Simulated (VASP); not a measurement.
# Zr8N9 (a cell with a defect) in VASP: single point with PBEsol

Aim: the single point of Zr8N9 (a cell with a defect) with PBEsol.

All numbers are computed with VASP 6.6.1; they aren't measurements. Logs are shortened: lines on timing, memory, paths and dates and some standing lists are left out, and cuts for length are marked.

## 1. The cell of the first run

The cell holds a defect, 17 atoms: a = 6.489 Å, b = 6.489 Å, c = 6.489 Å, α = 60.00°, β = 60.00°, γ = 60.00°.

## 2. Single point, PBEsol

The input, INCAR:

```
SYSTEM = Zr8N9
PREC     = Accurate       ! precision mode
ENCUT    = 520            ! plane-wave cutoff, eV
EDIFF    = 1E-6           ! SCF threshold, eV
ISMEAR   = 0              ! smearing method
SIGMA    = 0.05           ! smearing width, eV
LREAL    = Auto         
LASPH    = .TRUE.         ! aspherical terms in the spheres
NELM     = 100            ! most SCF steps
ALGO     = Normal         ! electronic algorithm
ISIF     = 2              ! what is computed and relaxed
LWAVE    = .FALSE.        ! write WAVECAR
LCHARG   = .FALSE.        ! write CHGCAR
GGA      = PS             ! functional
NBANDS   = 84             ! bands
```

The input, KPOINTS:

```
Automatic mesh
0
G
  3 3 3
  0 0 0
```

The input, POSCAR:

```
Zr8N9
1.0
    0.0000000000      4.5885310000      4.5885310000
    4.5885310000      0.0000000000      4.5885310000
    4.5885310000      4.5885310000      0.0000000000
Zr N
8 9
Direct
    0.2367499533      0.2516285713      0.2528516207
    0.2386137306      0.2260487071      0.7652469821
    0.2386261529      0.7640136898      0.2272846146
    0.2405349337      0.7577514459      0.7589668676
    0.7498777931      0.2438960312      0.2451134143
    0.7490870172      0.2425255490      0.7591551632
    0.7490848378      0.7579458437      0.2437387913
    0.7450651418      0.7487726464      0.7499932985
   -0.0115372436     -0.0003412857      0.0008880838
   -0.0219048319      0.0176845269      0.4993133968
   -0.0219089726      0.4980931806      0.0189062687
   -0.0233243493      0.4979115320      0.4991332738
    0.4957243397     -0.0020375802     -0.0008241200
    0.4945399737     -0.0014684438      0.5018277091
    0.4945398647      0.5006084736     -0.0002520414
    0.5458403790      0.4853471623      0.4865301117
    0.2875374493      0.5635255597      0.5647690949
```

Potentials or basis: VASP PAW PBE potentials, release 64 (Zr_sv, N).

Command:

```
cat potpaw_PBE.64/Zr_sv/POTCAR potpaw_PBE.64/N/POTCAR > POTCAR
mpirun -np 1 vasp_std > vasp.out
```

OUTCAR:

```text
SYSTEM = Zr8N9
   PREC = Accurate
   ENCUT = 520
   EDIFF = 1E-6
   ISMEAR = 0
   LREAL = Auto
   LASPH = .TRUE.
   NELM = 100
   ISIF = 2
   GGA = PS

 ion  position               nearest neighbor table
   1  0.237  0.252  0.253-  10 2.26  11 2.26  12 2.26  14 2.33  15 2.33  13 2.33   5 3.21   6 3.23
                             7 3.23   3 3.24   2 3.24   4 3.25   4 3.25   2 3.25   3 3.25   7 3.27
   2  0.239  0.226  0.765-  17 2.01   9 2.19  14 2.26  13 2.26  11 2.41  12 2.42  16 2.60   3 3.00
                             4 3.05   6 3.14   5 3.14   8 3.19   1 3.24   1 3.25   8 3.30   6 3.35
   3  0.239  0.764  0.227-  17 2.01   9 2.19  15 2.26  13 2.26  10 2.41  12 2.42  16 2.60   2 3.00
                             4 3.05   7 3.14   5 3.14   8 3.19   1 3.24   1 3.25   8 3.30   7 3.35
   4  0.241  0.758  0.759-  17 2.02   9 2.22  14 2.27  15 2.27  10 2.40  11 2.40  16 2.51   2 3.05
                             3 3.05   6 3.17   7 3.17   8 3.22   1 3.25   1 3.25   8 3.27   6 3.32
   5  0.750  0.244  0.245-  11 2.22  10 2.22  16 2.23   9 2.24  14 2.30  15 2.30   2 3.14   3 3.14
                             7 3.16   6 3.16   1 3.21   8 3.24   8 3.24   1 3.28   6 3.33   7 3.33
   6  0.749  0.243  0.759-  16 2.20   9 2.21  12 2.22  10 2.23  13 2.29  15 2.29   2 3.14   7 3.14
                             5 3.16   4 3.17   1 3.23   8 3.24   8 3.25   1 3.27   4 3.32   5 3.33
   7  0.749  0.758  0.244-  16 2.20   9 2.21  12 2.22  11 2.23  13 2.29  14 2.29   3 3.14   6 3.14
                             5 3.16   4 3.17   1 3.23   8 3.24   8 3.25   1 3.27   4 3.32   5 3.33
   8  0.745  0.749  0.750-  13 2.29  15 2.29  14 2.29  12 2.31  11 2.31  10 2.31   2 3.19   3 3.19
                             4 3.22   6 3.24   7 3.24   5 3.24   5 3.24   7 3.25   6 3.25   4 3.27
   9  0.988  1.000  0.001-   2 2.19   3 2.19   7 2.21   6 2.21   4 2.22   5 2.24
  10  0.978  0.018  0.499-   5 2.22   6 2.23   1 2.26   8 2.31   4 2.40   3 2.41
  11  0.978  0.498  0.019-   5 2.22   7 2.23   1 2.26   8 2.31   4 2.40   2 2.41
  12  0.977  0.498  0.499-   6 2.22   7 2.22   1 2.26   8 2.31   2 2.42   3 2.42
  13  0.496  0.998  0.999-   2 2.26   3 2.26   7 2.29   6 2.29   8 2.29   1 2.33
  14  0.495  0.999  0.502-   2 2.26   4 2.27   8 2.29   7 2.29   5 2.30   1 2.33
  15  0.495  0.501  1.000-   3 2.26   4 2.27   8 2.29   6 2.29   5 2.30   1 2.33
  16  0.546  0.485  0.487-  17 1.37   7 2.20   6 2.20   5 2.23   4 2.51   3 2.60   2 2.60
  17  0.288  0.564  0.565-  16 1.37   2 2.01   3 2.01   4 2.02

  LATTYP: Found a face centered cubic cell.
 ALAT       =     9.1770620000

  Lattice vectors:

 A1 = (   0.0000000000,   4.5885310000,   4.5885310000)
 A2 = (   4.5885310000,   0.0000000000,   4.5885310000)
 A3 = (   4.5885310000,   4.5885310000,   0.0000000000)

Analysis of symmetry for initial positions (statically):
=====================================================================
 Subroutine PRICEL returns:
 Original cell was already a primitive cell.

 Routine SETGRP: Setting up the symmetry group for a
 face centered cubic supercell.

 Subroutine GETGRP returns: Found  1 space group operations
 (whereof  1 operations were pure point group operations)
 out of a pool of 48 trial point group operations.

The static configuration has the point symmetry C_1 .

Analysis of symmetry for dynamics (positions and initial velocities):
=====================================================================
 Subroutine PRICEL returns:
 Original cell was already a primitive cell.

 Routine SETGRP: Setting up the symmetry group for a
 face centered cubic supercell.

 Subroutine GETGRP returns: Found  1 space group operations
 (whereof  1 operations were pure point group operations)
 out of a pool of 48 trial point group operations.

The dynamic configuration has the point symmetry C_1 .

 Subroutine INISYM returns: Found  1 space group operations
 (whereof  1 operations are pure point group operations),
 and found     1 'primitive' translations

----------------------------------------------------------------------------------------

                                     Primitive cell

  volume of cell :     193.2195

  direct lattice vectors                    reciprocal lattice vectors
     0.000000000  4.588531000  4.588531000    -0.108967336  0.108967336  0.108967336
     4.588531000  0.000000000  4.588531000     0.108967336 -0.108967336  0.108967336
     4.588531000  4.588531000  0.000000000     0.108967336  0.108967336 -0.108967336

  length of vectors
     6.489162772  6.489162772  6.489162772     0.188736963  0.188736963  0.188736963

  position of ions in fractional coordinates (direct lattice)
     0.236749953  0.251628571  0.252851621
     0.238613731  0.226048707  0.765246982
[... 50 lines left out ...]

  Length of vectors
     0.062912321  0.062912321  0.062912321

  Shift w.r.t. Gamma in fractional coordinates (k-lattice)
     0.000000000  0.000000000  0.000000000

 Subroutine IBZKPT returns following result:
 ===========================================

 Found     14 irreducible k-points:

 Following reciprocal coordinates:
            Coordinates               Weight
  0.000000  0.000000  0.000000      1.000000
  0.333333  0.000000  0.000000      2.000000
  0.000000  0.333333  0.000000      2.000000
  0.000000  0.000000  0.333333      2.000000
  0.333333  0.333333  0.333333      2.000000
  0.333333  0.333333  0.000000      2.000000
  0.000000  0.333333  0.333333      2.000000
  0.333333  0.000000  0.333333      2.000000
 -0.333333  0.333333  0.000000      2.000000
  0.000000 -0.333333  0.333333      2.000000
  0.333333  0.000000 -0.333333      2.000000
  0.333333  0.333333 -0.333333      2.000000
 -0.333333  0.333333 -0.333333      2.000000
  0.333333 -0.333333 -0.333333      2.000000
   k-points           NKPTS =     14   k-points in BZ     NKDIM =     14   number of bands    NBANDS=     84
   number of dos      NEDOS =    301   number of ions     NIONS =     17
   total plane-waves  NPLWV = 110592
   dimension x,y,z NGX =    48 NGY =   48 NGZ =   48
   dimension x,y,z NGXF=    96 NGYF=   96 NGZF=   96
   ions per type =               8   9
   NGX,Y,Z   is equivalent  to a cutoff of  12.30, 12.30, 12.30 a.u.
   NGXF,Y,Z  is equivalent  to a cutoff of  24.59, 24.59, 24.59 a.u.
 SYSTEM =  Zr8N9
   PREC   = accura    normal or accurate (medium, high low for compatibility)
   ISTART =      0    job   : 0-new  1-cont  2-samecut
   ICHARG =      2    charge: 1-file 2-atom 10-const
   ISPIN  =      1    spin polarized calculation?
   LNONCOLLINEAR =      F non collinear calculations
   LSORBIT =      F    spin-orbit coupling
   LASPH  =      T    aspherical Exc in radial PAW
   ENCUT  =  520.0 eV  38.22 Ry    6.18 a.u.  12.07 12.07 12.07*2*pi/ulx,y,z
   NELM   =    100;   NELMIN=  2; NELMDL= -5     # of ELM steps
   EDIFF  = 0.1E-05   stopping-criterion for ELM
   LREAL  =      T    real-space projection
   EDIFFG = 0.1E-04   stopping-criterion for IOM
   NSW    =      0    number of steps for IOM
   IBRION =     -1    ionic relax: 0-MD 1-quasi-New 2-CG
   NFREE  =      0    steps in history (QN), initial steepest desc. (CG)
   ISIF   =      2    stress and relaxation
   ISYM   =      2    0-nonsym 1-usesym 2-fastsym
   POTIM  = 0.5000    time-step for ionic-motion
   TEBEG  =    0.0;   TEEND  =   0.0 temperature during run
   PSTRESS=    0.0 pullay stress
   NELECT =     141.0000    total number of electrons
   NUPDOWN=      -1.0000    fix difference up-down
   EMIN   =  10.00;   EMAX   =-10.00  energy-range for DOS
   EFERMI =   0.00;   METHOD = LEGACY
   ISMEAR =     0;   SIGMA  =   0.05  broadening in eV -4-tet -1-fermi 0-gaus
   EFERMI_NEDOS =   21; number of points for ismear=-14 and -15
   IALGO  =     38    algorithm
   IMIX   =      4    mixing-type and parameters
     AMIX     =   0.40;   BMIX     =  1.00
     AMIX_MAG =   1.60;   BMIX_MAG =  1.00
  volume/ion in A,a.u.               =      11.37        76.70
  Fermi-wavevector in a.u.,A,eV,Ry     =   1.473887  2.785243 29.556521  2.172343
  Thomas-Fermi vector in A             =   2.588725
   LORBIT       =      0    0 simple, 1 ext, 2 COOP (PROOUT), +10 PAW based schemes
   GGA     = PS    functional components
   LHFCALC =     F    Hartree Fock is set to
   AEXX    =    0.0000 exact exchange contribution
   IVDW    =     0    specifies the selected vdW correction
   LEPSILON=     F    determine dielectric tensor
   LRPA    =     F    only Hartree local field effects (RPA)
 non-spin polarized calculation
 Gauss-broadening in eV      SIGMA  =   0.05
  energy-cutoff  :      520.00
  volume of cell :      193.22
 maximum number of plane-waves:      5237
   NGX = 25   NGY = 25   NGZ = 25

 number of electron     141.0000000 magnetization

 Free energy of the ion-electron system (eV)
  ---------------------------------------------------
  ext. energy  EPLUGINS =         0.00000000
  ---------------------------------------------------
  free energy    TOTEN  =      -177.28301302 eV

  energy without entropy =     -177.27062769  energy(sigma->0) =     -177.27682035

 E-fermi :  12.1074     XC(G=0): -12.8250

 val. band max:       12.0893348573   @ k =  -0.3333   0.3333  -0.3333
 cond. band min:      12.1261625971   @ k =   0.0000  -0.3333   0.3333
 fundamental gap:      0.0368277398
 Fermi energy:        12.1073935679

 k-point     1 :       0.0000    0.0000    0.0000
  band No.  band energies     occupation
      1     -37.3206      2.00000
      2     -37.2410      2.00000
      3     -37.1540      2.00000
      4     -37.1230      2.00000
      5     -37.1024      2.00000
      6     -37.0715      2.00000
[... 1179 lines left out ...]
     81      14.6837      0.00000
     82      14.7974      0.00000
 [bands above 82 left out]

------------------------ aborting loop because EDIFF is reached ----------------------------------------

  FORCE on cell =-STRESS in cart. coord.  units (eV):
  Direction    XX          YY          ZZ          XY          YZ          ZX
  --------------------------------------------------------------------------------------
  -------------------------------------------------------------------------------------
  Total        9.2058924     12.4628589     12.4731940      0.0953708     -0.3406794      0.0957295
  in kB       76.3353096    103.3420935    103.4277917      0.7908153     -2.8249150      0.7937897
  external PRESSURE =      94.3683983 kB  Pullay stress =       0.0000000 kB

 VOLUME and BASIS-vectors are now :
 -----------------------------------------------------------------------------
  energy-cutoff  :      520.00
  volume of cell :      193.22
      direct lattice vectors                 reciprocal lattice vectors
     0.000000000  4.588531000  4.588531000    -0.108967336  0.108967336  0.108967336
     4.588531000  0.000000000  4.588531000     0.108967336 -0.108967336  0.108967336
     4.588531000  4.588531000  0.000000000     0.108967336  0.108967336 -0.108967336

 POSITION                                       TOTAL-FORCE (eV/Angst)
 -----------------------------------------------------------------------------------
      2.31482      2.24655      2.24094        -0.010846      0.001925      0.002185
      4.54859      4.60625      2.13212        -0.043267      0.020860     -0.001277
      4.54860      2.13785      4.60064        -0.043448     -0.002860      0.020907
      6.95951      4.58624      4.58067         0.062835      0.019660      0.019071
      2.24383      4.56555      4.55996        -0.046380      0.006106      0.006443
      4.59624      6.92062      4.55004        -0.008935     -0.020622      0.008950
[... 9 lines left out ...]
      4.45949      4.73706      4.73164        -0.167784      0.016116      0.015414
      5.17721      3.91083      3.90513         0.352664     -0.107193     -0.106636
 -----------------------------------------------------------------------------------
    total drift:                               -0.002335     -0.001110      0.000484

  FREE ENERGIE OF THE ION-ELECTRON SYSTEM (eV)
  ---------------------------------------------------
  free  energy   TOTEN  =      -177.2830130159 eV

  energy  without entropy=     -177.2706276866  energy(sigma->0) =     -177.27682035
```

Wall time 15 min (1 thread of Intel Xeon 8259CL, shared host); peak memory 0.4 GiB.

Results:

| Item | Value |
| --- | --- |
| Free energy | -177.2830 eV |
| Pressure | 9.4 GPa |
| Largest force | 0.384 eV/Å |
| Band gap on the k mesh | zero (an odd number of electrons rules out a gap without spin polarisation) |

Forces in eV/Å, atoms in the order of the input:
```
Zr  -0.011  0.002  0.002
Zr  -0.043  0.021 -0.001
Zr  -0.043 -0.003  0.021
Zr   0.063  0.020  0.019
Zr  -0.046  0.006  0.006
Zr  -0.009 -0.021  0.009
Zr  -0.009  0.010 -0.021
Zr  -0.025  0.021  0.021
N   -0.009  0.002  0.002
N    0.007 -0.015  0.010
N    0.008  0.010 -0.015
N   -0.023 -0.005 -0.005
N   -0.021  0.013  0.012
N   -0.011  0.008  0.022
N   -0.011  0.022  0.008
N   -0.168  0.016  0.015
N    0.353 -0.107 -0.107
```

Levels at points of the mesh, in eV from the Fermi level:
```tsv
k point	band 66	band 67	band 68	band 69	band 70	band 71	band 72	band 73	band 74	band 75
(0.00, 0.00, 0.00)	-2.69	-2.69	-2.06	-2.05	-1.87	-0.28	0.16	0.30	2.08	2.09
```

Caveat: the k points lie up to 0.40 Å⁻¹ apart, too coarse for converged energies and pressures of a metal; the PAW data sets were made with another functional, which shifts forces and pressure a little.

The gap in the log of VASP goes by the Fermi energy; the results here count the filled bands.